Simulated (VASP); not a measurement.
# Hf (Fd-3m) in VASP: further runs

The runs below take Hf through single point, with PBEsol.

All numbers are computed with VASP 6.6.1; they aren't measurements. Logs are shortened: lines on timing, memory, paths and dates and some standing lists are left out, and cuts for length are marked.

### 1 The cell of the first run

The structure is cubic, space group Fd-3m (No. 227). Conventional cell: a = 5.400 Å, b = 5.400 Å, c = 5.400 Å, α = 90.00°, β = 90.00°, γ = 90.00°. Within 3.1 Å of Hf (site symmetry -43m) lie 4 Hf at 2.34 Å.

This isn't the form of Hf at room conditions, which is hcp.

### 2 Single point, PBEsol

INCAR

```
SYSTEM = Hf
PREC = Accurate ; ENCUT = 500
EDIFF = 1E-6 ; ISMEAR = 0
SIGMA = 0.05 ; LREAL = .FALSE.
LASPH = .TRUE. ; NELM = 120
ALGO = Normal ; ISIF = 2
LWAVE = .FALSE. ; LCHARG = .FALSE.
GGA = PS ; NBANDS = 17
GGA_COMPAT = .FALSE.
```

KPOINTS

```
regular mesh
0
G
  13 13 13
  0 0 0
```

POSCAR

```
Hf
1.0
    0.0000000000      2.6998122563      2.6998122563
    2.6998122563      0.0000000000      2.6998122563
    2.6998122563      2.6998122563      0.0000000000
Hf
2
Direct
    1.0000000000      1.0000000000      1.0000000000
    0.2500000000      0.2500000000      0.2500000000
```

Potentials or basis: VASP PAW PBE potentials, release 64 (Hf_pv).

Command:

```sh
> cat potpaw_PBE.64/Hf_pv/POTCAR > POTCAR
> mpirun -np 1 vasp_std > vasp.out
```

OUTCAR:

```text
SYSTEM = Hf
   PREC = Accurate
   ENCUT = 500
   EDIFF = 1E-6
   ISMEAR = 0
   LREAL = .FALSE.
   LASPH = .TRUE.
   NELM = 120
   ISIF = 2
   GGA = PS

 ion  position               nearest neighbor table
   1  0.000  0.000  0.000-   2 2.34   2 2.34   2 2.34   2 2.34
   2  0.250  0.250  0.250-   1 2.34   1 2.34   1 2.34   1 2.34

  LATTYP: Found a face centered cubic cell.
 ALAT       =     5.3996245126

  Lattice vectors:

 A1 = (   0.0000000000,   2.6998122563,   2.6998122563)
 A2 = (   2.6998122563,   0.0000000000,   2.6998122563)
 A3 = (   2.6998122563,   2.6998122563,   0.0000000000)

Analysis of symmetry for initial positions (statically):
=====================================================================
 Subroutine PRICEL returns:
 Original cell was already a primitive cell.

 Routine SETGRP: Setting up the symmetry group for a
 face centered cubic supercell.

 Subroutine GETGRP returns: Found 48 space group operations
 (whereof 24 operations were pure point group operations)
 out of a pool of 48 trial point group operations.

The static configuration has the point symmetry T_d .
 The point group associated with its full space group is O_h .

Analysis of symmetry for dynamics (positions and initial velocities):
=====================================================================
 Subroutine PRICEL returns:
 Original cell was already a primitive cell.

 Routine SETGRP: Setting up the symmetry group for a
 face centered cubic supercell.

 Subroutine GETGRP returns: Found 48 space group operations
 (whereof 24 operations were pure point group operations)
 out of a pool of 48 trial point group operations.

The dynamic configuration has the point symmetry T_d .
 The point group associated with its full space group is O_h .

 Subroutine INISYM returns: Found 48 space group operations
 (whereof 24 operations are pure point group operations),
 and found     1 'primitive' translations

----------------------------------------------------------------------------------------

                                     Primitive cell

  volume of cell :      39.3578

  direct lattice vectors                    reciprocal lattice vectors
     0.000000000  2.699812256  2.699812256    -0.185198063  0.185198063  0.185198063
     2.699812256  0.000000000  2.699812256     0.185198063 -0.185198063  0.185198063
     2.699812256  2.699812256  0.000000000     0.185198063  0.185198063 -0.185198063

  length of vectors
     3.818111109  3.818111109  3.818111109     0.320772454  0.320772454  0.320772454

  position of ions in fractional coordinates (direct lattice)
     0.000000000  0.000000000  0.000000000
     0.250000000  0.250000000  0.250000000

  ion indices of the primitive-cell ions
   primitive index   ion index
                 1           1
                 2           2

----------------------------------------------------------------------------------------

 KPOINTS: regular mesh

Automatic generation of k-mesh.
 Grid dimensions read from file:
 generate k-points for:   13   13   13

 Generating k-lattice:

  Cartesian coordinates                     Fractional coordinates (reciprocal lattice)
    -0.014246005  0.014246005  0.014246005     0.076923077  0.000000000  0.000000000
     0.014246005 -0.014246005  0.014246005     0.000000000  0.076923077  0.000000000
     0.014246005  0.014246005 -0.014246005     0.000000000  0.000000000  0.076923077

  Length of vectors
     0.024674804  0.024674804  0.024674804

  Shift w.r.t. Gamma in fractional coordinates (k-lattice)
     0.000000000  0.000000000  0.000000000

 Subroutine IBZKPT returns following result:
 ===========================================

 Found     84 irreducible k-points:

 Following reciprocal coordinates:
            Coordinates               Weight
  0.000000  0.000000  0.000000      1.000000
  0.076923  0.000000  0.000000      8.000000
  0.153846  0.000000  0.000000      8.000000
  0.230769  0.000000  0.000000      8.000000
  0.307692  0.000000  0.000000      8.000000
  0.384615  0.000000  0.000000      8.000000
[... 16 lines left out ...]
  0.384615  0.153846  0.000000     24.000000
  0.461538  0.153846  0.000000     24.000000
 [... further k-points ...]
   k-points           NKPTS =     84   k-points in BZ     NKDIM =     84   number of bands    NBANDS=     17
   number of dos      NEDOS =    301   number of ions     NIONS =      2
   total plane-waves  NPLWV =  21952
   dimension x,y,z NGX =    28 NGY =   28 NGZ =   28
   dimension x,y,z NGXF=    56 NGYF=   56 NGZF=   56
   ions per type =               2
   NGX,Y,Z   is equivalent  to a cutoff of  12.19, 12.19, 12.19 a.u.
   NGXF,Y,Z  is equivalent  to a cutoff of  24.38, 24.38, 24.38 a.u.
 SYSTEM =  Hf
   PREC   = accura    normal or accurate (medium, high low for compatibility)
   ISTART =      0    job   : 0-new  1-cont  2-samecut
   ICHARG =      2    charge: 1-file 2-atom 10-const
   ISPIN  =      1    spin polarized calculation?
   LNONCOLLINEAR =      F non collinear calculations
   LSORBIT =      F    spin-orbit coupling
   LASPH  =      T    aspherical Exc in radial PAW
   ENCUT  =  500.0 eV  36.75 Ry    6.06 a.u.   6.96  6.96  6.96*2*pi/ulx,y,z
   NELM   =    120;   NELMIN=  2; NELMDL= -5     # of ELM steps
   EDIFF  = 0.1E-05   stopping-criterion for ELM
   LREAL  =      F    real-space projection
   EDIFFG = 0.1E-04   stopping-criterion for IOM
   NSW    =      0    number of steps for IOM
   IBRION =     -1    ionic relax: 0-MD 1-quasi-New 2-CG
   NFREE  =      0    steps in history (QN), initial steepest desc. (CG)
   ISIF   =      2    stress and relaxation
   ISYM   =      2    0-nonsym 1-usesym 2-fastsym
   POTIM  = 0.5000    time-step for ionic-motion
   TEBEG  =    0.0;   TEEND  =   0.0 temperature during run
   PSTRESS=    0.0 pullay stress
   NELECT =      20.0000    total number of electrons
   NUPDOWN=      -1.0000    fix difference up-down
   EMIN   =  10.00;   EMAX   =-10.00  energy-range for DOS
   EFERMI =   0.00;   METHOD = LEGACY
   ISMEAR =     0;   SIGMA  =   0.05  broadening in eV -4-tet -1-fermi 0-gaus
   EFERMI_NEDOS =   21; number of points for ismear=-14 and -15
   IALGO  =     38    algorithm
   IMIX   =      4    mixing-type and parameters
     AMIX     =   0.40;   BMIX     =  1.00
     AMIX_MAG =   1.60;   BMIX_MAG =  1.00
  volume/ion in A,a.u.               =      19.68       132.80
  Fermi-wavevector in a.u.,A,eV,Ry     =   1.306395  2.468729 23.220636  1.706669
  Thomas-Fermi vector in A             =   2.437200
   LORBIT       =      0    0 simple, 1 ext, 2 COOP (PROOUT), +10 PAW based schemes
   GGA     = PS    functional components
   LHFCALC =     F    Hartree Fock is set to
   AEXX    =    0.0000 exact exchange contribution
   IVDW    =     0    specifies the selected vdW correction
   LEPSILON=     F    determine dielectric tensor
   LRPA    =     F    only Hartree local field effects (RPA)
 non-spin polarized calculation
 Gauss-broadening in eV      SIGMA  =   0.05
  energy-cutoff  :      500.00
  volume of cell :       39.36
 maximum number of plane-waves:      1014
   NGX = 13   NGY = 13   NGZ = 13

 number of electron      20.0000004 magnetization

 Free energy of the ion-electron system (eV)
  ---------------------------------------------------
  ext. energy  EPLUGINS =         0.00000000
  ---------------------------------------------------
  free energy    TOTEN  =       -13.46356851 eV

  energy without entropy =      -13.46061341  energy(sigma->0) =      -13.46209096

 E-fermi :   5.0310     XC(G=0): -11.6907

 val. band max:        5.0160781491   @ k =   0.3846   0.0769   0.0000
 cond. band min:       5.0311025169   @ k =  -0.4615   0.0769   0.0000
 fundamental gap:      0.0150243678
 Fermi energy:         5.0309885853

 k-point     1 :       0.0000    0.0000    0.0000
  band No.  band energies     occupation
      1     -26.6657      2.00000
      2     -26.6657      2.00000
      3     -26.6657      2.00000
      4     -24.3222      2.00000
      5     -24.3222      2.00000
      6     -24.3222      2.00000
[... 9 lines left out ...]
     16      14.7755      0.00000
     17      14.7755      0.00000

 k-point     2 :       0.0769    0.0000    0.0000
  band No.  band energies     occupation
      1     -26.6852      2.00000
      2     -26.6852      2.00000
      3     -26.6689      2.00000
      4     -24.3183      2.00000
      5     -24.2981      2.00000
      6     -24.2981      2.00000
[... 9 lines left out ...]
     16      14.7197      0.00000
     17      14.7197      0.00000

 k-point     3 :       0.1538    0.0000    0.0000
  band No.  band energies     occupation
      1     -26.7376      2.00000
      2     -26.7376      2.00000
      3     -26.6791      2.00000
      4     -24.3056      2.00000
      5     -24.2335      2.00000
      6     -24.2335      2.00000
[... 9 lines left out ...]
     16      14.5540      0.00000
     17      14.5540      0.00000

 k-point     4 :       0.2308    0.0000    0.0000
  band No.  band energies     occupation
      1     -26.8071      2.00000
      2     -26.8071      2.00000
      3     -26.6965      2.00000
      4     -24.2829      2.00000
      5     -24.1467      2.00000
      6     -24.1467      2.00000
[... 9 lines left out ...]
     16      14.2768      0.00000
     17      14.2768      0.00000
[... 343 lines left out ...]
      1     -26.9885      2.00000
      2     -26.9617      2.00000
      3     -26.4355      2.00000
      4     -24.5708      2.00000
      5     -23.9535      2.00000
      6     -23.9349      2.00000
[... 9 lines left out ...]
     16      12.4524      0.00000
     17      14.6614      0.00000

 k-point    23 :       0.3846    0.1538    0.0000
  band No.  band energies     occupation
      1     -27.0785      2.00000
      2     -27.0115      2.00000
      3     -26.4061      2.00000
      4     -24.5849      2.00000
      5     -23.8885      2.00000
      6     -23.8353      2.00000
[... 9 lines left out ...]
     16      12.0473      0.00000
     17      14.0111      0.00000

 k-point    24 :       0.4615    0.1538    0.0000
  band No.  band energies     occupation
      1     -27.1516      2.00000
      2     -27.0348      2.00000
      3     -26.3925      2.00000
      4     -24.5816      2.00000
      5     -23.8571      2.00000
      6     -23.7561      2.00000
[... 9 lines left out ...]
     16      12.1025      0.00000
     17      12.8154      0.00000

 [... further k-points ...]

------------------------ aborting loop because EDIFF is reached ----------------------------------------

  FORCE on cell =-STRESS in cart. coord.  units (eV):
  Direction    XX          YY          ZZ          XY          YZ          ZX
  --------------------------------------------------------------------------------------
  -------------------------------------------------------------------------------------
  Total       10.7643531     10.7643531     10.7643531     -0.0000000     -0.0000000     -0.0000000
  in kB      438.1954158    438.1954158    438.1954158     -0.0000000     -0.0000000     -0.0000000
  external PRESSURE =     438.1954158 kB  Pullay stress =       0.0000000 kB

 VOLUME and BASIS-vectors are now :
 -----------------------------------------------------------------------------
  energy-cutoff  :      500.00
  volume of cell :       39.36
      direct lattice vectors                 reciprocal lattice vectors
     0.000000000  2.699812256  2.699812256    -0.185198063  0.185198063  0.185198063
     2.699812256  0.000000000  2.699812256     0.185198063 -0.185198063  0.185198063
     2.699812256  2.699812256  0.000000000     0.185198063  0.185198063 -0.185198063

 POSITION                                       TOTAL-FORCE (eV/Angst)
 -----------------------------------------------------------------------------------
      0.00000      0.00000      0.00000        -0.000000     -0.000000      0.000000
      1.34991      1.34991      1.34991         0.000000      0.000000     -0.000000
 -----------------------------------------------------------------------------------
    total drift:                                0.000000      0.000000      0.000000

  FREE ENERGIE OF THE ION-ELECTRON SYSTEM (eV)
  ---------------------------------------------------
  free  energy   TOTEN  =       -13.4635685065 eV

  energy  without entropy=      -13.4606134085  energy(sigma->0) =      -13.46209096
```

It took 18 s on 1 thread of Intel Xeon 6975P-C (Granite Rapids), shared host; peak memory 0.18 GiB.

What came out:

* Free energy: -13.4636 eV
* Pressure: 43.8 GPa
* Band gap on the k mesh: zero (bands 10 and 11 overlap by 0.62 eV)

Levels at points of the mesh, in eV from the Fermi level:
```
           k point  band 6  band 7  band 8  band 9  band 10  band 11  band 12  band 13  band 14  band 15
(0.00, 0.00, 0.00)  -29.35   -6.54   -1.95   -1.95     0.22     0.22     0.22     3.49     3.49     3.49
```

Caveat: the cell stands under pressure; the PAW data sets were made with another functional, which shifts forces and pressure a little; spin-orbit coupling is left out, which moves the levels of the heavy elements.

### 3 Single point, PBEsol

This run uses another cell than the first one, of 21.32 Å³/atom.

INCAR

```
ALGO = Normal ; EDIFF = 1E-6
ENCUT = 500 ; GGA = PS
GGA_COMPAT = False ; ISIF = 2
ISMEAR = 0 ; LASPH = True
LCHARG = True ; LELF = True
LREAL = False ; LVHAR = True
LWAVE = False ; NBANDS = 17
NELM = 120 ; PREC = Accurate
SIGMA = 0.05
```

KPOINTS

```
k-points
0
Gamma
  13 13 13
```

POSCAR

```
Hf
1.0
    0.0000000000      2.7728796377      2.7728796377
    2.7728796377      0.0000000000      2.7728796377
    2.7728796377      2.7728796377      0.0000000000
Hf
2
Direct
    1.0000000000      1.0000000000      1.0000000000
    0.2500000000      0.2500000000      0.2500000000
```

Potentials or basis: VASP PAW PBE potentials, release 64 (Hf_pv).

Command:

```sh
> cat potpaw_PBE.64/Hf_pv/POTCAR > POTCAR
> mpirun -np 1 vasp_std > vasp.out
```

Wall time 25 s (1 thread of Intel Xeon 6975P-C (Granite Rapids), shared host); peak memory 0.2 GiB.

Results (log left out):

- Free energy: -14.2026 eV
- Pressure: 29.0 GPa
- Band gap on the k mesh: zero (bands 10 and 11 overlap by 0.48 eV)

Levels at points of the mesh, in eV from the Fermi level:
```
           k point  band 8  band 9  band 10  band 11  band 12  band 13
(0.00, 0.00, 0.00)   -1.69   -1.69     0.15     0.15     0.15     3.13
```

Caveat: the cell stands under pressure; the PAW data sets were made with another functional, which shifts forces and pressure a little; spin-orbit coupling is left out, which moves the levels of the heavy elements.

### 4 Single point, PBEsol

This run uses another cell than the first one, of 23.88 Å³/atom.

INCAR

```
PREC = Accurate
ENCUT = 500
EDIFF = 1E-6
ISMEAR = 0
SIGMA = 0.05
LREAL = False
LASPH = True
NELM = 120
ALGO = Normal
ISIF = 2
LWAVE = False
LCHARG = False
GGA = PS
NBANDS = 17
GGA_COMPAT = False
```

KPOINTS

```
regular mesh
0
Gamma
  13 13 13
```

POSCAR

```
Hf
1.0
    0.0000000000      2.8795974835      2.8795974835
    2.8795974835      0.0000000000      2.8795974835
    2.8795974835      2.8795974835      0.0000000000
Hf
2
Direct
    1.0000000000      1.0000000000      1.0000000000
    0.2500000000      0.2500000000      0.2500000000
```

Command:

```sh
> cat potpaw_PBE.64/Hf_pv/POTCAR > POTCAR
> mpirun -np 1 vasp_std > vasp.out
```

Wall time 24 s (1 thread of Intel Xeon 6975P-C (Granite Rapids), shared host); peak memory 0.2 GiB.

The run converged. Its results:

| Item | Value |
| --- | --- |
| Free energy | -14.8702 eV |
| Pressure | 14.3 GPa |
| Band gap on the k mesh | zero (bands 10 and 11 overlap by 0.36 eV) |

Levels at points of the mesh, in eV from the Fermi level:
| k point | band 6 | band 7 | band 8 | band 9 | band 10 | band 11 | band 12 | band 13 | band 14 | band 15 |
| --- | --- | --- | --- | --- | --- | --- | --- | --- | --- | --- |
| (0.00, 0.00, 0.00) | -29.76 | -6.17 | -1.36 | -1.36 | 0.07 | 0.07 | 0.07 | 2.72 | 2.72 | 2.72 |

Caveat: the cell stands under pressure; the PAW data sets were made with another functional, which shifts forces and pressure a little; spin-orbit coupling is left out, which moves the levels of the heavy elements.

### 5 Single point, PBEsol

This run uses another cell than the first one, of 32.34 Å³/atom.

INCAR

```
PREC = Accurate
ENCUT = 500
EDIFF = 1E-6
ISMEAR = 0
SIGMA = 0.05
LREAL = F
LASPH = T
NELM = 120
ALGO = Normal
ISIF = 2
LWAVE = F
LCHARG = F
GGA = PS
NBANDS = 17
GGA_COMPAT = F
```

KPOINTS is that of step 4.

POSCAR

```
Hf
1.0
    0.0000000000      3.1858717887      3.1858717887
    3.1858717887      0.0000000000      3.1858717887
    3.1858717887      3.1858717887      0.0000000000
Hf
2
Direct
    1.0000000000      1.0000000000      1.0000000000
    0.2500000000      0.2500000000      0.2500000000
```

Command:

```sh
> cat potpaw_PBE.64/Hf_pv/POTCAR > POTCAR
> mpirun -np 1 vasp_std > vasp.out
```

Run time: 36 s. Hardware: 1 thread of Intel Xeon 6975P-C (Granite Rapids), shared host; peak memory 0.24 GiB.

Results (log left out):

- Free energy: -15.4291 eV
- Pressure: -0.2 GPa
- Band gap on the k mesh: zero (bands 10 and 11 overlap by 0.67 eV)

Levels at points of the mesh, in eV from the Fermi level:
```
           k point  band 7  band 8  band 9  band 10  band 11  band 12  band 13  band 14
(0.00, 0.00, 0.00)   -5.30   -0.45   -0.45     0.15     0.15     0.15     2.18     2.18
```

Caveat: the PAW data sets were made with another functional, which shifts forces and pressure a little; spin-orbit coupling is left out, which moves the levels of the heavy elements.

### 6 Summary

```tsv
cell	gap on the mesh (eV)	pressure (GPa)
a = 3.818 Å, angles 60.0°, 2 atoms	none	43.8
a = 3.921 Å, angles 60.0°, 2 atoms	none	29.0
a = 4.072 Å, angles 60.0°, 2 atoms	none	14.3
a = 4.506 Å, angles 60.0°, 2 atoms	none	-0.2
```

Alike in all rows: task single point; level PBEsol; potentials or basis VASP PAW PBE potentials, release 64 (Hf_pv); no spin polarisation; k mesh 13 × 13 × 13; cutoff (eV) 500; smearing gaussian 0.05 eV.

Caveats: the PAW data sets were made with another functional, which shifts forces and pressure a little; spin-orbit coupling is left out, which moves the levels of the heavy elements; the cell stands under pressure (at least some runs).

Absolute energies hang on the potentials; compare differences alone.
